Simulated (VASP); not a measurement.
Set up this calculation in VASP 6.6.1, as the native input.

| Property | Result |
| --- | --- |
| Task | single point |
| Functional | r2SCAN |
| Potentials or basis | VASP PAW PBE potentials, release 64 (Sn_d, O) |
| Cutoff | 520 eV |
| k mesh | 6 × 6 × 8 |
| Occupations | gaussian, width 0.05 eV |
| Spin | no spin polarisation |
| Dipole correction | no |
| Further INCAR settings | ALGO = Normal; EDIFF = 1e-06; NBANDS = 35 |

SnO2:

```xyz
6
Lattice="4.6888 0.0000 0.0000 0.0000 4.6888 0.0000 0.0000 0.0000 3.2006" Properties=species:S:1:pos:R:3 pbc="T T T"
Sn    0.0000    0.0000    0.0000
Sn    2.3444    2.3444    1.6003
O     1.4343    1.4343    0.0000
O     0.9101    3.7787    1.6003
O     3.2545    3.2545    0.0000
O     3.7787    0.9101    1.6003
```

This cell differs from its parent crystal: strain -0.0150 x Voigt [1, 1, 0, 0, 0, 0].

The input as run:

POSCAR

```
SnO2
1.0
    4.6888132301      0.0000000000      0.0000000000
    0.0000000000      4.6888132301      0.0000000000
    0.0000000000      0.0000000000      3.2005650988
Sn O
2 4
Direct
    0.0000000000      0.0000000000      0.0000000000
    0.5000000000      0.5000000000      0.5000000000
    0.3058934984      0.3058934984      0.0000000000
    0.1941065016      0.8058934984      0.5000000000
    0.6941065016      0.6941065016      0.0000000000
    0.8058934984      0.1941065016      0.5000000000
```

INCAR.step1

```
ALGO = Normal
EDIFF = 1E-4
ENCUT = 520
GGA = PE
ISMEAR = 0
LASPH = True
LCHARG = False
LREAL = False
LWAVE = True
NBANDS = 35
NELM = 100
PREC = Accurate
SIGMA = 0.05
```

INCAR.step2

```
ALGO = Normal
EDIFF = 1E-6
ENCUT = 520
ISIF = 2
ISMEAR = 0
ISTART = 1
LASPH = True
LCHARG = False
LMIXTAU = True
LREAL = False
LWAVE = False
METAGGA = R2SCAN
NBANDS = 35
NELM = 100
PREC = Accurate
SIGMA = 0.05
```

KPOINTS

```
k-points
0
Gamma
  6 6 8
```

Potentials or basis: VASP PAW PBE potentials, release 64 (Sn_d, O).

Command:

```sh
$ cat potpaw_PBE.64/Sn_d/POTCAR potpaw_PBE.64/O/POTCAR > POTCAR
$ cp INCAR.step1 INCAR
$ mpirun -np 1 vasp_std > vasp.out
$ cp INCAR.step2 INCAR
$ mpirun -np 1 vasp_std > vasp.out
```

Results of the run:

The pressure is 7.6 GPa. The largest force is 0.056 eV/Å and the band gap on the k mesh is 2.12 eV.

Caveat: the cell differs from its parent crystal (strain -0.0150 x Voigt [1, 1, 0, 0, 0, 0]); the cell stands under pressure; the PAW data sets were made with another functional, which shifts forces and pressure a little; spin-orbit coupling is left out, which moves the levels of the heavy elements.

Run time: 2.9 min on 1 thread of Intel(R) Xeon(R) 6975P-C (Granite Rapids), on a shared host, peak memory 0.24 GiB.
